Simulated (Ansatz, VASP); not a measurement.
HfC: VASP beside Ansatz

```
CELL_PARAMETERS angstrom
0.00000 2.32559 2.32559
2.32559 0.00000 2.32559
2.32559 2.32559 0.00000
ATOMIC_POSITIONS crystal
Hf 0.00000 0.00000 0.00000
C 0.50000 0.50000 0.50000
```

Alike in both runs: functional PBE; k mesh 16 × 16 × 16; occupations fermi-dirac, width 0.1 eV; no spin polarisation.

Ansatz relaxed the structure, and its values are those at the end. VASP's run is a single point on that final structure, the one shown.

|  | VASP | Ansatz |
| --- | --- | --- |
| version | VASP 6.6.1 | Ansatz 0.2.0 |
| potentials or method | VASP PAW PBE potentials, release 64 (Hf_pv, C) | PAW with Ansatz's default frozen-core files, scalar-relativistic |
| plane-wave cutoff (eV) | 520 | 420 |
| valence electrons in the cell | 14 | 30 |

VASP gave:

- pressure (GPa): -0.6

Problem. Which values does Ansatz return?

Solution. Pressure (GPa): 0.0.

With one functional, cell and mesh, what is left measures potentials, basis and numerics. VASP's potentials hold 14 valence electrons a cell and Ansatz's 30, so a difference there can come from the potentials and not from the codes.

Neither program's run includes spin-orbit coupling.
